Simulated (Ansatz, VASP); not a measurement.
YTe in VASP and in Ansatz

```
Y Te
1.0
     0.00000    3.07797    3.04750
     3.07797    0.00000    3.04750
     3.07797    3.07797    0.00000
Y Te
1 1
Direct
  0.00000 0.00000 0.00000
  0.50000 0.50000 0.50000
```

Change from the starting cell: equal xx and yy strain of +1 %, crystal datasets.

Alike in both runs: task electric field gradients; functional PBEsol; k mesh 12 × 12 × 12; occupations fermi-dirac, width 0.05 eV; no spin polarisation.

|  | VASP | Ansatz |
| --- | --- | --- |
| version | VASP 6.6.1 | Ansatz 0.2.0 |
| potentials or method | VASP PAW PBE potentials, release 64 (Y_sv, Te), cutoff 520 eV | all-electron PAW with datasets made for the crystal, scalar-relativistic |

|  | VASP | Ansatz | Ansatz less VASP |
| --- | --- | --- | --- |
| pressure (GPa) | -1.7 | -1.8 | -0.04 |
| traceless stress, the component that is largest in VASP (GPa) | 1.02 | 1.02 | -0.001 |
| size of Vzz on the site where it differs most (V/Å²) | 7.7 | 8.4 | +0.71 |

VASP's potentials were made for PBE, not for PBEsol. Ansatz ran all-electron here, and VASP with PAW potentials.

Neither program's run includes spin-orbit coupling.
